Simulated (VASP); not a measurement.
Al:

```
CELL_PARAMETERS angstrom
-1.60708 1.60708 1.60708
1.60708 -1.60708 1.60708
1.60708 1.60708 -1.60708
ATOMIC_POSITIONS crystal
Al 0.00000 0.00000 0.00000
```

| Property | Result |
| --- | --- |
| Program | VASP 6.6.1 |
| Task | relaxation of cell and atoms |
| Functional | r2SCAN |
| Potentials or basis | VASP PAW PBE potentials, release 64 (Al) |
| Cutoff | 600 eV |
| k mesh | 14 × 14 × 14 |
| Occupations | fermi-dirac, width 0.1 eV |
| Spin | no spin polarisation |

At the start: pressure -2.0 GPa; volume 16.60 Å³/atom.

Question: How do energy, volume and symmetry change on relaxing?

Answer: Over 4 steps the energy falls by 2.8 meV/atom and the volume is 16.20 Å³/atom (-2.4 %); space group Im-3m (No. 229, to 0.05 Å).

Step by step:
| step | energy change (eV) | largest force (eV/Å) | pressure (GPa) | volume (Å³) |
| --- | --- | --- | --- | --- |
| 1 | 0.0000 | 0.0000 | -2.02 | 16.60 |
| 2 | -0.0027 | 0.0000 | 0.38 | 16.11 |
| 3 | -0.0028 | 0.0000 | 0.11 | 16.18 |
| 4 | -0.0028 | 0.0000 | -0.06 | 16.20 |

Final structure:
```cif
data_structure
_symmetry_space_group_name_H-M 'P 1'
_symmetry_Int_Tables_number 1
_cell_length_a 2.7607
_cell_length_b 2.7607
_cell_length_c 2.7607
_cell_angle_alpha 109.471
_cell_angle_beta 109.471
_cell_angle_gamma 109.471
_cell_volume 16.20
loop_
_atom_site_label
_atom_site_type_symbol
_atom_site_fract_x
_atom_site_fract_y
_atom_site_fract_z
_atom_site_occupancy
Al1 Al 0.00000 0.00000 0.00000 1
```

Caveat: the PAW data sets were made with another functional, which shifts forces and pressure a little.
